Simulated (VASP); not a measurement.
Here is a VASP 6.6.1 calculation.

File INCAR:

```
SYSTEM = AsPt2
PREC = Accurate
ENCUT = 520
EDIFF = 1E-7
ISMEAR = 0
SIGMA = 0.1
LREAL = .FALSE.
LASPH = .TRUE.
NELM = 100
ALGO = Fast
ISIF = 2
LWAVE = .FALSE.
LCHARG = .FALSE.
GGA = PE
NBANDS = 34
```

KPOINTS

```
Automatic mesh
0
G
  4 4 6
  0 0 0
```

Contents of POSCAR:

```
AsPt2
1.0
    3.5494206227      0.0000000000      0.0000000000
    0.0000000000      6.9544087604      0.0000000000
    0.0000000000      0.0000000000      4.1370625114
As Pt
2 4
Direct
    0.0000000000      0.0000000000      0.0000000000
    0.5000000000      0.5000000000      0.5000000000
    0.2515169184      0.3361070600      0.0000000000
    0.7484830816      0.6638929400      0.0000000000
    0.7515169184      0.1638929400      0.5000000000
    0.2484830816      0.8361070600      0.5000000000
```

Potentials or basis: VASP PAW PBE potentials, release 64 (As, Pt).

Launch:

```sh
$ cat potpaw_PBE.64/As/POTCAR potpaw_PBE.64/Pt/POTCAR > POTCAR
$ mpirun -np 1 vasp_std > vasp.out
```

Task: Predict the pressure.

Result: 0.0 GPa.

Task: What does it give for the band gap on the k mesh?

Result: Zero (bands 25 and 26 overlap by 2.41 eV).

Stress tensor (GPa, compression positive):
```
-0.08  0.00  0.00
 0.00  0.04  0.00
 0.00  0.00  0.02
```

Caveat: the k points lie up to 0.44 Å⁻¹ apart, too coarse for converged energies and pressures of a metal; spin-orbit coupling is left out, which moves the levels of the heavy elements.
